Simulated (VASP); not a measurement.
A run of VASP 6.6.1 is set up as follows.

POSCAR

```
Pt
1.0
    2.7700000000      0.0000000000      0.0000000000
   -1.3850000000      2.3988903685      0.0000000000
    0.0000000000      0.0000000000      4.5234100000
Pt
2
Direct
    0.3333333333      0.6666666667      0.2500000000
    0.6666666667      0.3333333333      0.7500000000
```

The input INCAR.step1:

```
SYSTEM = Pt
PREC = Accurate
ENCUT = 600
ISMEAR = -1
SIGMA = 0.05
LREAL = .False.
LASPH = .True.
NELM = 80
GGA = PE
ALGO = Normal
EDIFF = 1E-4
LWAVE = .True.
LCHARG = .False.
```

Contents of INCAR.step2:

```
SYSTEM = Pt
PREC = Accurate
ENCUT = 600
EDIFF = 1E-7
ISMEAR = -1
SIGMA = 0.05
LREAL = .False.
LASPH = .True.
NELM = 80
ALGO = Normal
ISIF = 3
LWAVE = .False.
LCHARG = .False.
METAGGA = R2SCAN
LMIXTAU = .True.
IBRION = 2
NSW = 60
EDIFFG = -0.01
ISTART = 1
```

Contents of KPOINTS:

```
regular mesh
0
Gamma
  17 17 9
  0 0 0
```

Potentials or basis: VASP PAW PBE potentials, release 64 (Pt).

Launch:

```console
$ cat potpaw_PBE.64/Pt/POTCAR > POTCAR
$ cp INCAR.step1 INCAR
$ mpirun -np 1 vasp_std > vasp.out
$ cp INCAR.step2 INCAR
$ mpirun -np 1 vasp_std > vasp.out
```

(1) What does it give for the space group after relaxing (to 0.1 Å)?

(2) Predict the relaxed volume.

(3) Estimate the band gap on the k mesh.

## Answers

(1) P6_3/mmc (No. 194).

(2) 15.45 Å³/atom.

(3) zero (bands 10 and 11 overlap by 1.34 eV).

Caveat: the PAW data sets were made with another functional, which shifts forces and pressure a little; spin-orbit coupling is left out, which moves the levels of the heavy elements.
